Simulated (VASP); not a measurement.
# Tc (Im-3m) in VASP: further runs

Tc is run at these levels: PBE; tasks: single point.

Everything below comes from runs of VASP 6.6.1. Logs are shortened: lines on timing, memory, paths and dates and some standing lists are left out, and cuts for length are marked.

**1. The cell of the first run**

It takes space group Im-3m (No. 229, cubic). The conventional cell has a = 3.057 Å, b = 3.057 Å, c = 3.057 Å, α = 90.00°, β = 90.00°, γ = 90.00°. Tc (site symmetry m-3m) has 14 Tc at 2.65 to 3.06 Å within 3.5 Å.

**2. Single point, PBE**

Contents of INCAR:

```
ALGO = Normal
EDIFF = 1E-6
ENCUT = 500
GGA = PE
GGA_COMPAT = F
ISIF = 2
ISMEAR = 0
LASPH = T
LCHARG = T
LELF = T
LREAL = F
LVHAR = T
LWAVE = F
NBANDS = 12
NELM = 120
PREC = Accurate
SIGMA = 0.05
```

Contents of KPOINTS:

```
k-points
0
Gamma
  10 10 10
```

Contents of POSCAR:

```
Tc
1.0
   -1.5286172307      1.5286172307      1.5286172307
    1.5286172307     -1.5286172307      1.5286172307
    1.5286172307      1.5286172307     -1.5286172307
Tc
1
Direct
    0.0000000000      0.0000000000      0.0000000000
```

Potentials or basis: VASP PAW PBE potentials, release 64 (Tc_pv).

Command:

```
$ cat potpaw_PBE.64/Tc_pv/POTCAR > POTCAR
$ mpirun -np 1 vasp_std > vasp.out
```

OUTCAR:

```text
EDIFF = 1E-6
   ENCUT = 500
   GGA = PE
   ISIF = 2
   ISMEAR = 0
   LASPH = T
   LREAL = F
   NELM = 120
   PREC = Accurate

 ion  position               nearest neighbor table
   1  0.000  0.000  0.000-

  LATTYP: Found a body centered cubic cell.
 ALAT       =     3.0572344614

  Lattice vectors:

 A1 = (  -1.5286172307,   1.5286172307,   1.5286172307)
 A2 = (   1.5286172307,  -1.5286172307,   1.5286172307)
 A3 = (   1.5286172307,   1.5286172307,  -1.5286172307)

Analysis of symmetry for initial positions (statically):
=====================================================================
 Subroutine PRICEL returns:
 Original cell was already a primitive cell.

 Routine SETGRP: Setting up the symmetry group for a
 body centered cubic supercell.

 Subroutine GETGRP returns: Found 48 space group operations
 (whereof 48 operations were pure point group operations)
 out of a pool of 48 trial point group operations.

The static configuration has the point symmetry O_h .

Analysis of symmetry for dynamics (positions and initial velocities):
=====================================================================
 Subroutine PRICEL returns:
 Original cell was already a primitive cell.

 Routine SETGRP: Setting up the symmetry group for a
 body centered cubic supercell.

 Subroutine GETGRP returns: Found 48 space group operations
 (whereof 48 operations were pure point group operations)
 out of a pool of 48 trial point group operations.

The dynamic configuration has the point symmetry O_h .

 Subroutine INISYM returns: Found 48 space group operations
 (whereof 48 operations are pure point group operations),
 and found     1 'primitive' translations

----------------------------------------------------------------------------------------

                                     Primitive cell

  volume of cell :      14.2875

  direct lattice vectors                    reciprocal lattice vectors
    -1.528617231  1.528617231  1.528617231     0.000000000  0.327093003  0.327093003
     1.528617231 -1.528617231  1.528617231     0.327093003  0.000000000  0.327093003
     1.528617231  1.528617231 -1.528617231     0.327093003  0.327093003  0.000000000

  length of vectors
     2.647642709  2.647642709  2.647642709     0.462579361  0.462579361  0.462579361

  position of ions in fractional coordinates (direct lattice)
     0.000000000  0.000000000  0.000000000

  ion indices of the primitive-cell ions
   primitive index   ion index
                 1           1

----------------------------------------------------------------------------------------

 KPOINTS: k-points

Automatic generation of k-mesh.
 Grid dimensions read from file:
 generate k-points for:   10   10   10

 Generating k-lattice:

  Cartesian coordinates                     Fractional coordinates (reciprocal lattice)
     0.000000000  0.032709300  0.032709300     0.100000000  0.000000000  0.000000000
     0.032709300  0.000000000  0.032709300     0.000000000  0.100000000  0.000000000
     0.032709300  0.032709300  0.000000000     0.000000000  0.000000000  0.100000000

  Length of vectors
     0.046257936  0.046257936  0.046257936

  Shift w.r.t. Gamma in fractional coordinates (k-lattice)
     0.000000000  0.000000000  0.000000000

 Subroutine IBZKPT returns following result:
 ===========================================

 Found     47 irreducible k-points:

 Following reciprocal coordinates:
            Coordinates               Weight
  0.000000  0.000000  0.000000      1.000000
  0.100000  0.000000  0.000000     12.000000
  0.200000  0.000000  0.000000     12.000000
  0.300000  0.000000  0.000000     12.000000
  0.400000  0.000000  0.000000     12.000000
  0.500000  0.000000  0.000000      6.000000
[... 16 lines left out ...]
  0.300000  0.300000  0.100000      8.000000
 -0.300000  0.300000  0.100000     24.000000
 [... further k-points ...]
   k-points           NKPTS =     47   k-points in BZ     NKDIM =     47   number of bands    NBANDS=     12
   number of dos      NEDOS =    301   number of ions     NIONS =      1
   total plane-waves  NPLWV =   8000
   dimension x,y,z NGX =    20 NGY =   20 NGZ =   20
   dimension x,y,z NGXF=    40 NGYF=   40 NGZF=   40
   ions per type =               1
   NGX,Y,Z   is equivalent  to a cutoff of  12.56, 12.56, 12.56 a.u.
   NGXF,Y,Z  is equivalent  to a cutoff of  25.12, 25.12, 25.12 a.u.
 SYSTEM =  unknown system
   PREC   = accura    normal or accurate (medium, high low for compatibility)
   ISTART =      0    job   : 0-new  1-cont  2-samecut
   ICHARG =      2    charge: 1-file 2-atom 10-const
   ISPIN  =      1    spin polarized calculation?
   LNONCOLLINEAR =      F non collinear calculations
   LSORBIT =      F    spin-orbit coupling
   LASPH  =      T    aspherical Exc in radial PAW
   ENCUT  =  500.0 eV  36.75 Ry    6.06 a.u.   4.83  4.83  4.83*2*pi/ulx,y,z
   NELM   =    120;   NELMIN=  2; NELMDL= -5     # of ELM steps
   EDIFF  = 0.1E-05   stopping-criterion for ELM
   LREAL  =      F    real-space projection
   EDIFFG = 0.1E-04   stopping-criterion for IOM
   NSW    =      0    number of steps for IOM
   IBRION =     -1    ionic relax: 0-MD 1-quasi-New 2-CG
   NFREE  =      0    steps in history (QN), initial steepest desc. (CG)
   ISIF   =      2    stress and relaxation
   ISYM   =      2    0-nonsym 1-usesym 2-fastsym
   POTIM  = 0.5000    time-step for ionic-motion
   TEBEG  =    0.0;   TEEND  =   0.0 temperature during run
   PSTRESS=    0.0 pullay stress
   NELECT =      13.0000    total number of electrons
   NUPDOWN=      -1.0000    fix difference up-down
   EMIN   =  10.00;   EMAX   =-10.00  energy-range for DOS
   EFERMI =   0.00;   METHOD = LEGACY
   ISMEAR =     0;   SIGMA  =   0.05  broadening in eV -4-tet -1-fermi 0-gaus
   EFERMI_NEDOS =   21; number of points for ismear=-14 and -15
   IALGO  =     38    algorithm
   IMIX   =      4    mixing-type and parameters
     AMIX     =   0.40;   BMIX     =  1.00
     AMIX_MAG =   1.60;   BMIX_MAG =  1.00
  volume/ion in A,a.u.               =      14.29        96.42
  Fermi-wavevector in a.u.,A,eV,Ry     =   1.586368  2.997800 34.239913  2.516563
  Thomas-Fermi vector in A             =   2.685690
   LORBIT       =      0    0 simple, 1 ext, 2 COOP (PROOUT), +10 PAW based schemes
   GGA     = PE    functional components
   LHFCALC =     F    Hartree Fock is set to
   AEXX    =    0.0000 exact exchange contribution
   IVDW    =     0    specifies the selected vdW correction
   LEPSILON=     F    determine dielectric tensor
   LRPA    =     F    only Hartree local field effects (RPA)
 non-spin polarized calculation
 Gauss-broadening in eV      SIGMA  =   0.05
  energy-cutoff  :      500.00
  volume of cell :       14.29
 maximum number of plane-waves:       374
   NGX =  9   NGY =  9   NGZ =  9

 number of electron      13.0000005 magnetization

 Free energy of the ion-electron system (eV)
  ---------------------------------------------------
  ext. energy  EPLUGINS =         0.00000000
  ---------------------------------------------------
  free energy    TOTEN  =       -10.08707084 eV

  energy without entropy =      -10.08397238  energy(sigma->0) =      -10.08552161

 E-fermi :  13.2909     XC(G=0): -13.8185

 val. band max:       13.2888341256   @ k =   0.2000   0.0000   0.0000
 cond. band min:      13.2971446325   @ k =  -0.3000   0.5000   0.1000
 fundamental gap:      0.0083105069
 Fermi energy:        13.2909312099

 k-point     1 :       0.0000    0.0000    0.0000
  band No.  band energies     occupation
      1     -25.5297      2.00000
      2     -25.5297      2.00000
      3     -25.5297      2.00000
      4       5.3533      2.00000
      5      10.8869      2.00000
      6      10.8869      2.00000
      7      10.8869      2.00000
      8      13.8590      0.00000
      9      13.8590      0.00000
     10      29.1584      0.00000
     11      29.1584      0.00000
     12      29.1584      0.00000

 k-point     2 :       0.1000    0.0000    0.0000
  band No.  band energies     occupation
      1     -25.6602      2.00000
      2     -25.5704      2.00000
      3     -25.5304      2.00000
      4       5.7973      2.00000
      5      10.6606      2.00000
      6      10.8532      2.00000
      7      11.2956      2.00000
      8      13.5719      0.00000
      9      13.8716      0.00000
     10      29.4232      0.00000
     11      29.8139      0.00000
     12      29.8912      0.00000

 k-point     3 :       0.2000    0.0000    0.0000
  band No.  band energies     occupation
      1     -25.9937      2.00000
      2     -25.6758      2.00000
      3     -25.5323      2.00000
      4       6.8653      2.00000
      5      10.1161      2.00000
      6      10.7463      2.00000
      7      12.4608      2.00000
      8      13.2888      1.04730
      9      13.9427      0.00000
     10      29.4351      0.00000
     11      30.3587      0.00000
     12      31.9164      0.00000
[... 286 lines left out ...]
 k-point    23 :       0.3000    0.3000    0.1000
  band No.  band energies     occupation
      1     -26.3498      2.00000
      2     -26.3498      2.00000
      3     -25.8073      2.00000
      4       8.6956      2.00000
      5      10.2168      2.00000
      6      10.2168      2.00000
      7      14.4214      0.00000
      8      14.4214      0.00000
      9      23.1966      0.00000
     10      23.4244      0.00000
     11      23.4244      0.00000
     12      28.3365      0.00000

 k-point    24 :      -0.3000    0.3000    0.1000
  band No.  band energies     occupation
      1     -26.3723      2.00000
      2     -25.8492      2.00000
      3     -25.6313      2.00000
      4       7.8989      2.00000
      5       9.9317      2.00000
      6      10.8353      2.00000
      7      12.8245      2.00000
      8      14.0496      0.00000
      9      14.8800      0.00000
     10      28.1149      0.00000
     11      29.3623      0.00000
     12      33.8352      0.00000

 [... further k-points ...]
[... 5 lines left out ...]
  --------------------------------------------------------------------------------------
  -------------------------------------------------------------------------------------
  Total        0.5511959      0.5511959      0.5511959      0.0000000     -0.0000000      0.0000000
  in kB       61.8102282     61.8102282     61.8102282      0.0000000     -0.0000000      0.0000000
  external PRESSURE =      61.8102282 kB  Pullay stress =       0.0000000 kB

 VOLUME and BASIS-vectors are now :
 -----------------------------------------------------------------------------
  energy-cutoff  :      500.00
  volume of cell :       14.29
      direct lattice vectors                 reciprocal lattice vectors
    -1.528617231  1.528617231  1.528617231     0.000000000  0.327093003  0.327093003
     1.528617231 -1.528617231  1.528617231     0.327093003  0.000000000  0.327093003
     1.528617231  1.528617231 -1.528617231     0.327093003  0.327093003  0.000000000

 POSITION                                       TOTAL-FORCE (eV/Angst)
 -----------------------------------------------------------------------------------
      0.00000      0.00000      0.00000         0.000000      0.000000      0.000000
 -----------------------------------------------------------------------------------
    total drift:                                0.000000     -0.000000      0.000000

  FREE ENERGIE OF THE ION-ELECTRON SYSTEM (eV)
  ---------------------------------------------------
  free  energy   TOTEN  =       -10.0870708389 eV

  energy  without entropy=      -10.0839723830  energy(sigma->0) =      -10.08552161
```

Run time: 11 s. Hardware: 1 thread of Intel Xeon 8259CL, shared host; peak memory 0.13 GiB.

What came out:

- Free energy: -10.0871 eV
- Pressure: 6.2 GPa

[end of part 1 of 2]
